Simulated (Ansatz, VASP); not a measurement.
## AlN: VASP beside Ansatz

```
Al N
1.0
     2.18868    2.18868    0.00000
    -2.18868    2.18868    0.00000
     0.00000    2.18868    2.18868
Al N
1 1
Cartesian
  0.0000 0.0000 0.0000
  -1.0943 3.2830 1.0943
```

Alike in both runs: functional PBEsol; k mesh 14 × 14 × 14; occupations fermi-dirac, width 0.05 eV; no spin polarisation.

Ansatz relaxed the structure, and its values are those at the end. VASP's run is a single point on that final structure, the one shown.

|  | VASP | Ansatz |
| --- | --- | --- |
| version | VASP 6.6.1 | Ansatz 0.2.0 |
| potentials or method | VASP PAW PBE potentials, release 64 (Al, N) | PAW with Ansatz's default frozen-core files, scalar-relativistic |
| plane-wave cutoff (eV) | 520 | 420 |
| valence electrons in the cell | 8 | 8 |

|  | VASP | Ansatz | Ansatz less VASP |
| --- | --- | --- | --- |
| pressure (GPa) | 0.0 | 0.0 | +0.03 |

VASP's potentials were made for PBE, not for PBEsol.
